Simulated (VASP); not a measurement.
A run of VASP 6.6.1:

Contents of POSCAR:

```
HfN
1.0
    0.0000000000      2.4548220000      2.4548220000
    2.4548220000      0.0000000000      2.4548220000
    2.4548220000      2.4548220000      0.0000000000
Hf N
1 1
Direct
    0.0000000000      0.0000000000      0.0000000000
    0.7500000000      0.7500000000      0.7500000000
```

File INCAR.step1:

```
SYSTEM = HfN
PREC = Accurate
ENCUT = 660
ISMEAR = 1
SIGMA = 0.1
LREAL = .False.
LASPH = .True.
NELM = 120
NBANDS = 14
GGA = PE
ALGO = Normal
EDIFF = 1E-5
LWAVE = .True.
LCHARG = .False.
GGA_COMPAT = .False.
```

The input INCAR.step2:

```
SYSTEM = HfN
PREC = Accurate
ENCUT = 660
EDIFF = 1E-6
ISMEAR = 1
SIGMA = 0.1
LREAL = .False.
LASPH = .True.
NELM = 120
ALGO = Normal
ISIF = 2
LWAVE = .False.
LCHARG = .False.
METAGGA = R2SCAN
LMIXTAU = .True.
NBANDS = 14
ISTART = 1
GGA_COMPAT = .False.
```

KPOINTS

```
Automatic mesh
0
Gamma
  5 5 5
  0 0 0
```

Potentials or basis: VASP PAW PBE potentials, release 64 (Hf_pv, N).

Command:

```sh
$ cat potpaw_PBE.64/Hf_pv/POTCAR potpaw_PBE.64/N/POTCAR > POTCAR
$ cp INCAR.step1 INCAR
$ mpirun -np 1 vasp_std > vasp.out
$ cp INCAR.step2 INCAR
$ mpirun -np 1 vasp_std > vasp.out
```

Hardware: 1 thread of Intel(R) Xeon(R) 6975P-C (Granite Rapids), on a shared host.

Q: Estimate the wall time of this run.

A: Run time: 21 s on 1 thread of Intel(R) Xeon(R) 6975P-C (Granite Rapids) (shared host), peak memory 0.17 GiB. Counts: k points 10.
